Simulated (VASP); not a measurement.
# SiC (P3m1) in VASP: further runs, part 2 of 2

VASP 6.6.1.

### Step 3. Single point, PBE (the distance across one plane changed)

INCAR reads:

```
  PREC = Accurate
  ENCUT = 520
  EDIFF = 1E-7
  ISMEAR = 0
  SIGMA = 0.05
  LREAL = False
  LASPH = True
  NELM = 60
  ALGO = Normal
  ISIF = 2
  LWAVE = False
  LCHARG = False
  GGA = PE
  NBANDS = 36
```

KPOINTS reads:

```
Automatic mesh
0
Gamma
  10 10 2
```

POSCAR reads:

```
SiC
1.0
    2.1898640950     -2.1898640950      0.0000000000
    2.1898640950      0.0000000000     -2.1898640950
   11.3575325913     11.3575325913     11.3575325913
Si C
6 6
Direct
    1.0000000000      0.0000000000      0.3052593340
    0.3333333333      0.3333333333      0.1767182636
    0.6666666667      0.6666666667      0.4338004045
    1.0000000000      1.0000000000      0.6908825453
    0.3333333333      0.3333333333      0.5623414749
    0.6666666667      0.6666666667      0.0481771932
    0.6666666667      0.6666666667      0.3373946016
    0.0000000000      0.0000000000      0.2088535312
    0.3333333333      0.3333333333      0.4659356721
    0.6666666667      0.6666666667      0.7230178129
    0.0000000000      0.0000000000      0.5944767425
    0.3333333333      0.3333333333      0.0803124608
```

Potentials or basis: VASP PAW PBE potentials, release 64 (Si, C).

Run with:

```console
cat potpaw_PBE.64/Si/POTCAR potpaw_PBE.64/C/POTCAR > POTCAR
mpirun -np 1 vasp_std > vasp.out
```

OUTCAR:

```text
PREC = Accurate
   ENCUT = 520
   EDIFF = 1E-7
   ISMEAR = 0
   LREAL = False
   LASPH = True
   NELM = 60
   ISIF = 2
   GGA = PE

 ion  position               nearest neighbor table
   1  0.000  0.000  0.305-   8 1.90   7 1.90   7 1.90   7 1.90   2 3.10   2 3.10   2 3.10   3 3.10
                             3 3.10   3 3.10
   2  0.333  0.333  0.177-  12 1.90   8 1.90   8 1.90   8 1.90   1 3.10   6 3.10   6 3.10   1 3.10
                             1 3.10   6 3.10
   3  0.667  0.667  0.434-   9 1.90   9 1.90   9 1.90   7 1.90   5 3.10   5 3.10   5 3.10   1 3.10
                             1 3.10   1 3.10
   4  0.000  0.000  0.691-  11 1.90  10 1.90  10 1.90  10 1.90   5 3.10   5 3.10   5 3.10
   5  0.333  0.333  0.562-   9 1.90  11 1.90  11 1.90  11 1.90   4 3.10   3 3.10   3 3.10   4 3.10
                             4 3.10   3 3.10
   6  0.667  0.667  0.048-  12 1.90  12 1.90  12 1.90   2 3.10   2 3.10   2 3.10
   7  0.667  0.667  0.337-   1 1.90   1 1.90   1 1.90   3 1.90
   8  0.000  0.000  0.209-   1 1.90   2 1.90   2 1.90   2 1.90
   9  0.333  0.333  0.466-   5 1.90   3 1.90   3 1.90   3 1.90
[... 1149 lines left out ...]
     36      12.0442      0.00000

 [... further k-points ...]

------------------------ aborting loop because EDIFF is reached ----------------------------------------

  FORCE on cell =-STRESS in cart. coord.  units (eV):
  Direction    XX          YY          ZZ          XY          YZ          ZX
  --------------------------------------------------------------------------------------
  -------------------------------------------------------------------------------------
  Total       -0.2836730     -0.2836730     -0.2836730     -0.2307077     -0.2307077     -0.2307077
  in kB       -2.7815633     -2.7815633     -2.7815633     -2.2622106     -2.2622106     -2.2622106
  external PRESSURE =      -2.7815633 kB  Pullay stress =       0.0000000 kB

 VOLUME and BASIS-vectors are now :
 -----------------------------------------------------------------------------
  energy-cutoff  :      520.00
  volume of cell :      163.40
      direct lattice vectors                 reciprocal lattice vectors
     2.189864095 -2.189864095  0.000000000     0.152216448 -0.304432895  0.152216448
     2.189864095  0.000000000 -2.189864095     0.152216448  0.152216448 -0.304432895
    11.357532591 11.357532591 11.357532591     0.029349098  0.029349098  0.029349098

 POSITION                                       TOTAL-FORCE (eV/Angst)
 -----------------------------------------------------------------------------------
      3.46699      3.46699      3.46699         0.154906      0.154906      0.154906
      3.46699      1.27713      1.27713         0.167914      0.167914      0.167914
      7.84672      3.46699      3.46699         0.132807      0.132807      0.132807
      7.84672      7.84672      7.84672         1.596822      1.596822      1.596822
      7.84672      5.65686      5.65686         0.205332      0.205332      0.205332
      3.46699     -0.91274     -0.91274         0.575493      0.575493      0.575493
      6.75179      2.37206      2.37206        -0.129744     -0.129744     -0.129744
      2.37206      2.37206      2.37206        -0.180300     -0.180300     -0.180300
      6.75179      4.56192      4.56192        -0.153717     -0.153717     -0.153717
     11.13152      6.75179      6.75179        -1.316058     -1.316058     -1.316058
      6.75179      6.75179      6.75179        -0.393358     -0.393358     -0.393358
      2.37206      0.18220      0.18220        -0.660096     -0.660096     -0.660096
 -----------------------------------------------------------------------------------
    total drift:                               -0.000434     -0.000434     -0.000434

  FREE ENERGIE OF THE ION-ELECTRON SYSTEM (eV)
  ---------------------------------------------------
  free  energy   TOTEN  =       -86.0609260456 eV

  energy  without entropy=      -86.0402997231  energy(sigma->0) =      -86.05061288
```

stdout:

```text
POSCAR found type information on POSCAR SiC
 POSCAR found :  2 types and      12 ions
 scaLAPACK will be used
 LDA part: xc-table for (Slater+PW92), standard interpolation
 POSCAR, INCAR and KPOINTS ok, starting setup
 FFT: planning ... GRIDC
 FFT: planning ... GRID_SOFT
 FFT: planning ... GRID
 WAVECAR not read
 entering main loop
```

Wall time 4.6 min (1 thread of Intel Xeon 6975P-C (Granite Rapids), shared host); peak memory 0.33 GiB.

Results:

| Quantity | Value |
| --- | --- |
| Free energy | -86.0609 eV |
| Pressure | -0.3 GPa |
| Largest force | 2.766 eV/Å |
| Band gap on the k mesh | zero (bands 24 and 25 overlap by 0.15 eV) |

Forces on the atoms (eV/Å):
```
Si   0.155  0.155  0.155
Si   0.168  0.168  0.168
Si   0.133  0.133  0.133
Si   1.597  1.597  1.597
Si   0.205  0.205  0.205
Si   0.575  0.575  0.575
C   -0.130 -0.130 -0.130
C   -0.180 -0.180 -0.180
C   -0.154 -0.154 -0.154
C   -1.316 -1.316 -1.316
C   -0.393 -0.393 -0.393
C   -0.660 -0.660 -0.660
```

Caveat: the cell differs from its parent crystal (the distance across one plane changed); forces of over 1 eV/Å act on the atoms, so gaps and moduli don't describe the material at rest.

### Step 4. Single point, PBE (the distance across one plane changed)

INCAR reads:

```
ALGO = Normal ; EDIFF = 1E-7
ENCUT = 520 ; GGA = PE
ISIF = 2 ; ISMEAR = 0
LASPH = T ; LCHARG = T
LELF = T ; LREAL = F
LVHAR = T ; LWAVE = F
NBANDS = 36 ; NELM = 100
PREC = Accurate ; SIGMA = 0.05
```

KPOINTS reads:

```
k-points
0
Gamma
  10 10 2
```

POSCAR reads:

```
SiC
1.0
    2.1898640950     -2.1898640950      0.0000000000
    2.1898640950      0.0000000000     -2.1898640950
   12.2235579950     12.2235579950     12.2235579950
Si C
6 6
Direct
    1.0000000000      0.0000000000      0.2836320519
    0.3333333333      0.3333333333      0.1641979724
    0.6666666667      0.6666666667      0.4030661313
    1.0000000000      1.0000000000      0.6419342902
    0.3333333333      0.3333333333      0.5225002107
    0.6666666667      0.6666666667      0.0447638930
    0.6666666667      0.6666666667      0.3134905717
    0.0000000000      0.0000000000      0.1940564923
    0.3333333333      0.3333333333      0.4329246512
    0.6666666667      0.6666666667      0.6717928100
    0.0000000000      0.0000000000      0.5523587306
    0.3333333333      0.3333333333      0.0746224128
```

Run with:

```console
cat potpaw_PBE.64/Si/POTCAR potpaw_PBE.64/C/POTCAR > POTCAR
mpirun -np 1 vasp_std > vasp.out
```

Wall time 3.8 min (1 thread of Intel Xeon 6975P-C (Granite Rapids), shared host); peak memory 0.35 GiB.

It converged, with:

| Quantity | Value |
| --- | --- |
| Free energy | -86.0474 eV |
| Pressure | -0.2 GPa |
| Largest force | 2.792 eV/Å |
| Band gap on the k mesh | zero (bands 24 and 25 overlap by 0.14 eV) |

Forces in eV/Å, atoms in the order of the input:
```
Si   0.151  0.151  0.151
Si   0.163  0.163  0.163
Si   0.131  0.131  0.131
Si   1.612  1.612  1.612
Si   0.206  0.206  0.206
Si   0.572  0.572  0.572
C   -0.127 -0.127 -0.127
C   -0.177 -0.177 -0.177
C   -0.152 -0.152 -0.152
C   -1.337 -1.337 -1.337
C   -0.395 -0.395 -0.395
C   -0.646 -0.646 -0.646
```

Stress tensor (GPa, compression positive):
```
-0.23 -0.20 -0.20
-0.20 -0.23 -0.20
-0.20 -0.20 -0.23
```

Levels at points of the mesh, in eV from the Fermi level:
```
           k point  band 21  band 22  band 23  band 24  band 25  band 26  band 27  band 28
(0.00, 0.00, 0.00)    -0.98    -0.37     0.10     0.10     0.10     4.25     4.55     4.72
(0.50, 0.00, 0.00)    -2.58    -2.27    -1.33    -0.33    -0.02     0.99     1.78     2.58
(0.00, 0.00, 0.50)    -0.98    -0.38     0.10     0.10     0.11     4.25     4.55     4.69
(0.50, 0.00, 0.50)    -2.58    -2.27    -1.33    -0.33    -0.01     0.99     1.78     2.58
```

Caveat: the cell differs from its parent crystal (the distance across one plane changed); forces of over 1 eV/Å act on the atoms, so gaps and moduli don't describe the material at rest.

### Step 5. Single point, PBE (the distance across one plane changed)

INCAR reads:

```
SYSTEM = SiC
PREC = Accurate ; ENCUT = 520
EDIFF = 1E-7 ; ISMEAR = 0
SIGMA = 0.05 ; LREAL = .FALSE.
LASPH = .TRUE. ; NELM = 60
ALGO = Normal ; ISIF = 2
LWAVE = .FALSE. ; LCHARG = .FALSE.
GGA = PE ; NBANDS = 36
```

KPOINTS reads:

```
regular mesh
0
G
  10 10 2
  0 0 0
```

POSCAR reads:

```
SiC
1.0
    2.1898640950     -2.1898640950      0.0000000000
    2.1898640950      0.0000000000     -2.1898640950
    8.5862512991      8.5862512991      8.5862512991
Si C
6 6
Direct
    1.0000000000      0.0000000000      0.4037842260
    0.3333333333      0.3333333333      0.2337554969
    0.6666666667      0.6666666667      0.5738129552
    1.0000000000      1.0000000000      0.9138704135
    0.3333333333      0.3333333333      0.7438416843
    0.6666666667      0.6666666667      0.0637267677
    0.6666666667      0.6666666667      0.4462914083
    0.0000000000      0.0000000000      0.2762626791
    0.3333333333      0.3333333333      0.6163201375
    0.6666666667      0.6666666667      0.9563775958
    0.0000000000      0.0000000000      0.7863488666
    0.3333333333      0.3333333333      0.1062339500
```

Run with:

```console
cat potpaw_PBE.64/Si/POTCAR potpaw_PBE.64/C/POTCAR > POTCAR
mpirun -np 1 vasp_std > vasp.out
```

Wall time 66 s (1 thread of Intel Xeon 6975P-C (Granite Rapids), shared host); peak memory 0.27 GiB.

It converged, with:

- Free energy: -89.1859 eV
- Pressure: 7.3 GPa
- Largest force: 9.355 eV/Å
- Band gap on the k mesh: 1.02 eV

Forces in eV/Å, atoms in the order of the input:
```
Si  -0.123 -0.123 -0.123
Si  -0.118 -0.118 -0.118
Si  -0.121 -0.121 -0.121
Si  -0.711 -0.711 -0.711
Si  -0.133 -0.133 -0.133
Si   5.401  5.401  5.401
C    0.121  0.121  0.121
C    0.124  0.124  0.124
C    0.122  0.122  0.122
C   -5.075 -5.075 -5.075
C    0.127  0.127  0.127
C    0.386  0.386  0.386
```

Stress tensor (GPa, compression positive):
```
7.34 6.93 6.93
6.93 7.34 6.93
6.93 6.93 7.34
```

Levels at points of the mesh, in eV from the valence-band top:
```
           k point  band 21  band 22  band 23  band 24  band 25  band 26  band 27  band 28
(0.00, 0.00, 0.00)    -0.40    -0.22     0.00     0.00     4.46     5.14     5.44     5.79
(0.50, 0.00, 0.00)    -2.10    -1.78    -1.22    -1.05     1.02     2.26     2.64     4.02
(0.00, 0.00, 0.50)    -0.35    -0.35    -0.01    -0.01     4.46     5.13     5.51     5.74
(0.50, 0.00, 0.50)    -1.97    -1.59    -1.56    -1.13     1.28     1.77     3.30     3.63
```

Caveat: the cell differs from its parent crystal (the distance across one plane changed); the cell stands under pressure; forces of over 1 eV/Å act on the atoms, so gaps and moduli don't describe the material at rest. A k mesh can miss the band edges.

### Step 6. The runs side by side

| cell | gap on the mesh (eV) | pressure (GPa) | largest force (eV/Å) |
| --- | --- | --- | --- |
| a = 3.097, b = 3.097, c = 18.172 Å, angles 90.0, 90.0, 60.0°, 12 atoms | none | -0.7 | 2.75 |
| a = 3.097, b = 3.097, c = 19.672 Å, angles 90.0, 90.0, 60.0°, 12 atoms | none | -0.3 | 2.77 |
| a = 3.097, b = 3.097, c = 21.172 Å, angles 90.0, 90.0, 60.0°, 12 atoms | none | -0.2 | 2.79 |
| a = 3.097, b = 3.097, c = 14.872 Å, angles 90.0, 90.0, 60.0°, 12 atoms | 1.02 | 7.3 | 9.36 |

Alike in all rows: task single point; level PBE; potentials or basis VASP PAW PBE potentials, release 64 (Si, C); no spin polarisation; k mesh 10 × 10 × 2; cutoff (eV) 520; smearing gaussian 0.05 eV.

Caveats: forces of over 1 eV/Å act on the atoms, so gaps and moduli don't describe the material at rest; semilocal functionals underestimate gaps, so a narrow gap can read as zero (at least some runs); the cell stands under pressure (at least some runs).

Absolute energies hang on the potentials; compare differences alone.
